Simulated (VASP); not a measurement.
# ScAl3N3 (R3m) in VASP: single point with PBE

Aim: the single point of ScAl3N3 with PBE.

Program: VASP 6.6.1. These are calculated values, not measurements. Logs are shortened: lines on timing, memory, paths and dates and some standing lists are left out, and cuts for length are marked.

### Step 1. The cell of the first run

The typed cell holds 7 atoms: a = 4.718 Å, b = 4.718 Å, c = 4.718 Å, α = 72.37°, β = 72.37°, γ = 72.37°.

### Step 2. Single point, PBE

Contents of INCAR:

```
PREC     = Accurate       # precision mode
ENCUT    = 600            # plane-wave cutoff, eV
EDIFF    = 1E-6           # SCF threshold, eV
ISMEAR   = 0              # smearing method
SIGMA    = 0.2            # smearing width, eV
LREAL    = False          # projectors in reciprocal space
LASPH    = True           # aspherical terms in the spheres
NELM     = 120            # most SCF steps
ALGO     = Normal         # electronic algorithm
ISIF     = 2              # what is computed and relaxed
LWAVE    = False          # write WAVECAR
LCHARG   = True           # write CHGCAR
GGA      = PE             # functional
LELF     = True           # ELF
LVHAR    = True         
NBANDS   = 26             # bands
GGA_COMPAT= False
```

Contents of KPOINTS:

```
Automatic mesh
0
Gamma
  4 4 4
```

Contents of POSCAR:

```
ScAl3N3
1.0
    2.7854904956      1.6082036875      3.4514968023
   -2.7854904956      1.6082036875      3.4514968023
    0.0000000000     -3.2164073750      3.4514968023
Sc Al N
1 3 3
Direct
    0.0426453016      0.0426453016      0.0426453016
    0.7885474107      0.7885474107      0.7885474107
    0.5427173627      0.5427173627      0.5427173627
    0.2968574593      0.2968574593      0.2968574593
    0.0427787202      0.5428581353      0.0427787202
    0.0427787202      0.0427787202      0.5428581353
    0.5428581353      0.0427787202      0.0427787202
```

Potentials or basis: VASP PAW PBE potentials, release 64 (Sc_sv, Al, N).

Launch:

```sh
$ cat potpaw_PBE.64/Sc_sv/POTCAR potpaw_PBE.64/Al/POTCAR potpaw_PBE.64/N/POTCAR > POTCAR
$ mpirun -np 1 vasp_std > vasp.out
```

OUTCAR:

```text
PREC = Accurate
   ENCUT = 600
   EDIFF = 1E-6
   ISMEAR = 0
   LREAL = False
   LASPH = True
   NELM = 120
   ISIF = 2
   GGA = PE

 ion  position               nearest neighbor table
   1  0.043  0.043  0.043-   5 2.36   7 2.36   6 2.36   5 2.36   7 2.36   6 2.36   2 2.63   4 2.63
                             4 3.32   4 3.32   4 3.32   2 3.32   2 3.32   2 3.32
   2  0.789  0.789  0.789-   5 1.85   7 1.85   6 1.85   3 2.55   1 2.63   1 3.32   1 3.32   1 3.32
                             3 3.34   3 3.34   3 3.34
   3  0.543  0.543  0.543-   2 2.55   4 2.55   4 3.34   4 3.34   4 3.34   2 3.34   2 3.34   2 3.34

   4  0.297  0.297  0.297-   5 1.85   7 1.85   6 1.85   3 2.55   1 2.63   1 3.32   1 3.32   1 3.32
                             3 3.34   3 3.34   3 3.34
   5  0.043  0.543  0.043-   4 1.85   2 1.85   1 2.36   1 2.36
   6  0.043  0.043  0.543-   4 1.85   2 1.85   1 2.36   1 2.36
   7  0.543  0.043  0.043-   4 1.85   2 1.85   1 2.36   1 2.36

  LATTYP: Found a trigonal (rhomboedric) cell.
 ALAT       =     4.7178497833
 COS(alpha) =     0.3028196470

  Lattice vectors:

 A1 = (   2.7854904956,   1.6082036875,   3.4514968023)
 A2 = (  -2.7854904956,   1.6082036875,   3.4514968023)
 A3 = (   0.0000000000,  -3.2164073750,   3.4514968023)

Analysis of symmetry for initial positions (statically):
=====================================================================
 Subroutine PRICEL returns:
 Original cell was already a primitive cell.

 Routine SETGRP: Setting up the symmetry group for a
 trigonal (rhombohedral) supercell.

 Subroutine GETGRP returns: Found  6 space group operations
 (whereof  6 operations were pure point group operations)
 out of a pool of 12 trial point group operations.

The static configuration has the point symmetry C_3v.

Analysis of symmetry for dynamics (positions and initial velocities):
=====================================================================
 Subroutine PRICEL returns:
 Original cell was already a primitive cell.

 Routine SETGRP: Setting up the symmetry group for a
 trigonal (rhombohedral) supercell.

 Subroutine GETGRP returns: Found  6 space group operations
 (whereof  6 operations were pure point group operations)
 out of a pool of 12 trial point group operations.

The dynamic configuration has the point symmetry C_3v.

 Subroutine INISYM returns: Found  6 space group operations
 (whereof  6 operations are pure point group operations),
 and found     1 'primitive' translations

----------------------------------------------------------------------------------------

                                     Primitive cell

  volume of cell :      92.7687

  direct lattice vectors                    reciprocal lattice vectors
     2.785490496  1.608203688  3.451496802     0.179501600  0.103635297  0.096576457
    -2.785490496  1.608203688  3.451496802    -0.179501600  0.103635297  0.096576457
     0.000000000 -3.216407375  3.451496802     0.000000000 -0.207270594  0.096576457

  length of vectors
     4.717849783  4.717849783  4.717849783     0.228665938  0.228665938  0.228665938

  position of ions in fractional coordinates (direct lattice)
     0.042645302  0.042645302  0.042645302
     0.788547411  0.788547411  0.788547411
     0.542717363  0.542717363  0.542717363
     0.296857459  0.296857459  0.296857459
     0.042778720  0.542858135  0.042778720
     0.042778720  0.042778720  0.542858135
     0.542858135  0.042778720  0.042778720

  ion indices of the primitive-cell ions
   primitive index   ion index
                 1           1
                 2           2
                 3           3
                 4           4
                 5           5
                 6           6
                 7           7

----------------------------------------------------------------------------------------

 KPOINTS: Automatic mesh

Automatic generation of k-mesh.
 Grid dimensions read from file:
 generate k-points for:    4    4    4

 Generating k-lattice:

  Cartesian coordinates                     Fractional coordinates (reciprocal lattice)
     0.044875400  0.025908824  0.024144114     0.250000000 -0.000000000  0.000000000
    -0.044875400  0.025908824  0.024144114    -0.000000000  0.250000000  0.000000000
     0.000000000 -0.051817648  0.024144114     0.000000000  0.000000000  0.250000000

  Length of vectors
     0.057166484  0.057166484  0.057166484

  Shift w.r.t. Gamma in fractional coordinates (k-lattice)
     0.000000000  0.000000000  0.000000000

 Subroutine IBZKPT returns following result:
 ===========================================

 Found     13 irreducible k-points:

 Following reciprocal coordinates:
            Coordinates               Weight
  0.000000  0.000000  0.000000      1.000000
  0.250000  0.000000  0.000000      6.000000
  0.500000  0.000000  0.000000      3.000000
  0.250000  0.250000  0.000000      6.000000
  0.500000  0.250000 -0.000000     12.000000
 -0.250000  0.250000  0.000000      6.000000
  0.500000  0.500000  0.000000      3.000000
  0.250000  0.250000  0.250000      2.000000
  0.500000  0.250000  0.250000      6.000000
 -0.250000  0.250000  0.250000      6.000000
  0.500000  0.500000  0.250000      6.000000
 -0.250000  0.500000  0.250000      6.000000
  0.500000  0.500000  0.500000      1.000000
   k-points           NKPTS =     13   k-points in BZ     NKDIM =     13   number of bands    NBANDS=     26
   number of dos      NEDOS =    301   number of ions     NIONS =      7
   total plane-waves  NPLWV =  64000
   dimension x,y,z NGX =    40 NGY =   40 NGZ =   40
   dimension x,y,z NGXF=    80 NGYF=   80 NGZF=   80
   ions per type =               1   3   3
   NGX,Y,Z   is equivalent  to a cutoff of  14.10, 14.10, 14.10 a.u.
   NGXF,Y,Z  is equivalent  to a cutoff of  28.19, 28.19, 28.19 a.u.
 SYSTEM =  unknown system
   PREC   = accura    normal or accurate (medium, high low for compatibility)
   ISTART =      0    job   : 0-new  1-cont  2-samecut
   ICHARG =      2    charge: 1-file 2-atom 10-const
   ISPIN  =      1    spin polarized calculation?
   LNONCOLLINEAR =      F non collinear calculations
   LSORBIT =      F    spin-orbit coupling
   LASPH  =      T    aspherical Exc in radial PAW
   ENCUT  =  600.0 eV  44.10 Ry    6.64 a.u.   9.42  9.42  9.42*2*pi/ulx,y,z
   NELM   =    120;   NELMIN=  2; NELMDL= -5     # of ELM steps
   EDIFF  = 0.1E-05   stopping-criterion for ELM
   LREAL  =      F    real-space projection
   EDIFFG = 0.1E-04   stopping-criterion for IOM
   NSW    =      0    number of steps for IOM
   IBRION =     -1    ionic relax: 0-MD 1-quasi-New 2-CG
   NFREE  =      0    steps in history (QN), initial steepest desc. (CG)
   ISIF   =      2    stress and relaxation
   ISYM   =      2    0-nonsym 1-usesym 2-fastsym
   POTIM  = 0.5000    time-step for ionic-motion
   TEBEG  =    0.0;   TEEND  =   0.0 temperature during run
   PSTRESS=    0.0 pullay stress
   NELECT =      35.0000    total number of electrons
   NUPDOWN=      -1.0000    fix difference up-down
   EMIN   =  10.00;   EMAX   =-10.00  energy-range for DOS
   EFERMI =   0.00;   METHOD = LEGACY
   ISMEAR =     0;   SIGMA  =   0.20  broadening in eV -4-tet -1-fermi 0-gaus
   EFERMI_NEDOS =   21; number of points for ismear=-14 and -15
   IALGO  =     38    algorithm
   IMIX   =      4    mixing-type and parameters
     AMIX     =   0.40;   BMIX     =  1.00
     AMIX_MAG =   1.60;   BMIX_MAG =  1.00
  volume/ion in A,a.u.               =      13.25        89.43
  Fermi-wavevector in a.u.,A,eV,Ry     =   1.182943  2.235437 19.039358  1.399353
  Thomas-Fermi vector in A             =   2.319187
   LORBIT       =      0    0 simple, 1 ext, 2 COOP (PROOUT), +10 PAW based schemes
   GGA     = PE    functional components
   LHFCALC =     F    Hartree Fock is set to
   AEXX    =    0.0000 exact exchange contribution
   IVDW    =     0    specifies the selected vdW correction
   LEPSILON=     F    determine dielectric tensor
   LRPA    =     F    only Hartree local field effects (RPA)
 non-spin polarized calculation
 Gauss-broadening in eV      SIGMA  =   0.20
  energy-cutoff  :      600.00
  volume of cell :       92.77
 maximum number of plane-waves:      3109
 NGX is ok and might be reduce to    40
   NGX = 19   NGY = 19   NGZ = 19

 number of electron      35.0000003 magnetization

 Free energy of the ion-electron system (eV)
  ---------------------------------------------------
  ext. energy  EPLUGINS =         0.00000000
  ---------------------------------------------------
  free energy    TOTEN  =       -46.10673757 eV

  energy without entropy =      -46.02486763  energy(sigma->0) =      -46.06580260

 E-fermi :   5.4100     XC(G=0): -10.4682

 val. band max:        5.4001652383   @ k =   0.2500   0.0000   0.0000
 cond. band min:       5.4436842877   @ k =   0.5000   0.2500   0.2500
 fundamental gap:      0.0435190493
 Fermi energy:         5.4099884590

 k-point     1 :       0.0000    0.0000    0.0000
  band No.  band energies     occupation
      1     -43.8222      2.00000
      2     -22.4513      2.00000
      3     -22.4513      2.00000
      4     -22.4341      2.00000
      5      -9.4885      2.00000
      6      -7.4667      2.00000
[... 18 lines left out ...]
     25       9.6467      0.00000
     26       9.6467      0.00000

 k-point     2 :       0.2500    0.0000    0.0000
  band No.  band energies     occupation
      1     -43.8221      2.00000
      2     -22.4561      2.00000
      3     -22.4511      2.00000
      4     -22.4373      2.00000
      5      -9.2413      2.00000
      6      -7.7040      2.00000
[... 18 lines left out ...]
     25       9.9337      0.00000
     26      10.3198      0.00000

 k-point     3 :       0.5000    0.0000    0.0000
  band No.  band energies     occupation
      1     -43.8220      2.00000
      2     -22.4625      2.00000
      3     -22.4509      2.00000
      4     -22.4390      2.00000
      5      -8.8617      2.00000
      6      -8.0752      2.00000
[... 18 lines left out ...]
     25      10.0951      0.00000
     26      10.2868      0.00000

 k-point     4 :       0.2500    0.2500    0.0000
  band No.  band energies     occupation
      1     -43.8220      2.00000
      2     -22.4562      2.00000
      3     -22.4545      2.00000
      4     -22.4412      2.00000
      5      -9.1333      2.00000
      6      -7.7044      2.00000
[... 18 lines left out ...]
     25      10.3676      0.00000
     26      10.5466      0.00000
[... 177 lines left out ...]
      1     -43.8217      2.00000
      2     -22.4610      2.00000
      3     -22.4606      2.00000
      4     -22.4523      2.00000
      5      -8.7516      2.00000
      6      -7.6987      2.00000
[... 18 lines left out ...]
     25      11.1322      0.00000
     26      11.6421      0.00000

 k-point    12 :      -0.2500    0.5000    0.2500
  band No.  band energies     occupation
      1     -43.8218      2.00000
      2     -22.4613      2.00000
      3     -22.4562      2.00000
      4     -22.4495      2.00000
      5      -8.4735      2.00000
      6      -8.2027      2.00000
[... 18 lines left out ...]
     25      11.0788      0.00000
     26      11.3372      0.00000

 k-point    13 :       0.5000    0.5000    0.5000
  band No.  band energies     occupation
      1     -43.8216      2.00000
      2     -22.4604      2.00000
      3     -22.4601      2.00000
      4     -22.4601      2.00000
      5      -8.8564      2.00000
      6      -7.3102      2.00000
[... 18 lines left out ...]
     25      10.8146      0.00000
     26      10.8146      0.00000

------------------------ aborting loop because EDIFF is reached ----------------------------------------

  FORCE on cell =-STRESS in cart. coord.  units (eV):
  Direction    XX          YY          ZZ          XY          YZ          ZX
  --------------------------------------------------------------------------------------
  -------------------------------------------------------------------------------------
  Total        0.3596615      0.3596615      0.0837434      0.0000000      0.0000000      0.0000000
  in kB        6.2115937      6.2115937      1.4463052      0.0000000      0.0000000      0.0000000
  external PRESSURE =       4.6231642 kB  Pullay stress =       0.0000000 kB

 VOLUME and BASIS-vectors are now :
 -----------------------------------------------------------------------------
  energy-cutoff  :      600.00
  volume of cell :       92.77
      direct lattice vectors                 reciprocal lattice vectors
     2.785490496  1.608203688  3.451496802     0.179501600  0.103635297  0.096576457
    -2.785490496  1.608203688  3.451496802    -0.179501600  0.103635297  0.096576457
     0.000000000 -3.216407375  3.451496802     0.000000000 -0.207270594  0.096576457

 POSITION                                       TOTAL-FORCE (eV/Angst)
 -----------------------------------------------------------------------------------
      0.00000      0.00000      0.44157         0.000000      0.000000      0.002166
      0.00000      0.00000      8.16501         0.000000      0.000000      0.003889
      0.00000      0.00000      5.61956         0.000000      0.000000      0.001433
      0.00000      0.00000      3.07381         0.000000      0.000000      0.006655
     -1.39297      0.80423      2.16897        -0.002919      0.001685     -0.004714
      0.00000     -1.60846      2.16897         0.000000     -0.003371     -0.004714
      1.39297      0.80423      2.16897         0.002919      0.001685     -0.004714
 -----------------------------------------------------------------------------------
    total drift:                                0.000000      0.000000     -0.000042

  FREE ENERGIE OF THE ION-ELECTRON SYSTEM (eV)
  ---------------------------------------------------
  free  energy   TOTEN  =       -46.1067375705 eV

  energy  without entropy=      -46.0248676326  energy(sigma->0) =      -46.06580260
```

Wall time 52 s (1 thread of Intel Xeon Platinum 8259CL at 2.50GHz (Skylake/Cascade Lake), shared host); peak memory 0.25 GiB.

Results:

```yaml
Free_energy: -46.1067 eV
Pressure: 0.5 GPa
Largest_force: 0.007 eV/Å
```

Forces in eV/Å, atoms in the order of the input:
```
Sc   0.000  0.000  0.002
Al   0.000  0.000  0.004
Al   0.000  0.000  0.001
Al   0.000  0.000  0.007
N   -0.003  0.002 -0.005
N    0.000 -0.003 -0.005
N    0.003  0.002 -0.005
```

Stress tensor (GPa, compression positive):
```
0.62 0.00 0.00
0.00 0.62 0.00
0.00 0.00 0.14
```

Levels at points of the mesh, in eV from the Fermi level:
| k point | band 14 | band 15 | band 16 | band 17 | band 18 | band 19 | band 20 | band 21 | band 22 | band 23 |
| --- | --- | --- | --- | --- | --- | --- | --- | --- | --- | --- |
| (0.00, 0.00, 0.00) | -2.30 | -0.18 | -0.18 | 0.18 | 0.39 | 1.09 | 1.09 | 1.98 | 3.65 | 3.65 |
| (0.50, 0.00, 0.00) | -2.02 | -1.83 | -1.82 | -0.10 | -0.03 | 1.89 | 2.90 | 2.99 | 3.69 | 3.72 |
| (0.50, 0.50, 0.00) | -2.52 | -2.51 | -0.28 | -0.23 | 0.15 | 2.48 | 2.87 | 3.42 | 3.46 | 3.67 |
| (0.50, 0.50, 0.50) | -2.68 | -1.08 | -1.08 | 0.58 | 0.83 | 3.47 | 3.47 | 3.53 | 4.54 | 5.23 |
